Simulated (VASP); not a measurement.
B: single point with PBE

B:

```xyz
2
Lattice="1.7778 0.0000 0.0000 -0.8889 1.5396 0.0000 0.0000 0.0000 3.9532" Properties=species:S:1:pos:R:3 pbc="T T T"
B     0.0000    0.0000    1.0050
B     0.0000    0.0000    2.9483
```

- Program: VASP 6.6.1
- Task: single point
- Functional: PBE
- Potentials or basis: VASP PAW PBE potentials, release 64 (B)
- Cutoff: 520 eV
- k mesh: 12 × 12 × 4
- Occupations: gaussian, width 0.1 eV
- Spin: no spin polarisation

| Quantity | Value |
| --- | --- |
| Pressure | 57.4 GPa |
| Largest force | 0.210 eV/Å |
| Band gap on the k mesh | zero (band 3 reaches 13.62 eV, above the bottom of band 4 at 7.77 eV) |

Forces in eV/Å, atoms in the order of the input:
```
B    0.000  0.000 -0.210
B    0.000  0.000  0.210
```

Stress tensor (GPa, compression positive):
```
54.78  0.00  0.00
 0.00 54.78  0.00
 0.00  0.00 62.75
```

Levels at points of the mesh, in eV from the Fermi level:
```tsv
k point	band 1	band 2	band 3	band 4	band 5	band 6
(0.00, 0.00, 0.00)	-19.00	-11.52	-10.96	7.75	19.33	21.99
(0.50, 0.00, 0.00)	-9.49	-4.97	-2.79	0.27	6.46	8.53
(0.00, 0.00, 0.50)	-17.23	-16.89	-1.96	-1.39	22.83	22.83
(0.50, 0.00, 0.50)	-7.85	-7.55	-1.81	-1.45	10.43	11.19
```

Run time: 2.5 s on 1 thread of Intel(R) Xeon(R) 6975P-C (Granite Rapids), on a shared host, peak memory 0.11 GiB.

Caveat: the k points lie up to 0.40 Å⁻¹ apart.
